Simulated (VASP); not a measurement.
Wanted: the native input for a VASP 6.6.1 run.

```
Task                   : relaxation of cell and atoms
Functional             : PBE
Potentials or basis    : VASP PAW PBE potentials, release 64 (Au)
Cutoff                 : 600 eV
k mesh                 : 18 × 18 × 4
Occupations            : gaussian, width 0.1 eV
Spin                   : no spin polarisation
Dipole correction      : no
Further INCAR settings : ALGO = Fast; EDIFF = 1e-07; IBRION = 2; EDIFFG = -0.01; NSW = 65; ISIF = 3
```

The structure of Au lies in POSCAR:

```
Au
1.0
    2.9171320407      0.0000000000      0.0000000000
   -1.4585660203      2.5263104534      0.0000000000
    0.0000000000      0.0000000000     14.6671419072
Au
6
Direct
    0.0000000000      0.0000000000      0.0000000000
    0.3333333333      0.6666666667      0.1666666667
    0.0000000000      0.0000000000      0.3333333333
    0.6666666667      0.3333333333      0.5000000000
    0.0000000000      0.0000000000      0.6666666667
    0.6666666667      0.3333333333      0.8333333333
```

The input as run:

INCAR

```
ALGO = Fast ; EDIFF = 1E-7
EDIFFG = -0.01 ; ENCUT = 600
GGA = PE ; IBRION = 2
ISIF = 3 ; ISMEAR = 0
LASPH = T ; LCHARG = F
LREAL = F ; LWAVE = F
NELM = 100 ; NSW = 65
PREC = Accurate ; SIGMA = 0.1
```

KPOINTS

```
k-points
0
Gamma
  18 18 4
```

Potentials or basis: VASP PAW PBE potentials, release 64 (Au).

Command:

```console
$ cat potpaw_PBE.64/Au/POTCAR > POTCAR
$ mpirun -np 1 vasp_std > vasp.out
```

Results of the run:

```yaml
Relaxed_volume: 17.97 Å³/atom
Relaxed_cell: a = 2.927 Å, b = 2.927 Å, c = 14.535 Å, α = 90.00°, β = 90.00°, γ = 120.00°
Space_group_after_relaxing_to_0.1_Å: P-6m2 (No. 187)
Energy_gained_by_relaxing: 0.5 meV/atom
Ionic_steps: 9
Pressure_after_relaxing: 0.0 GPa
Largest_force_after_relaxing: 0.008 eV/Å
Band_gap_on_the_k_mesh: zero (bands 33 and 34 overlap by 4.87 eV)
```

Caveat: spin-orbit coupling is left out, which moves the levels of the heavy elements.

Wall time 60 min on 1 thread of Oxide Virtual Turin-like Processor, with other jobs on the host, peak memory 0.51 GiB.
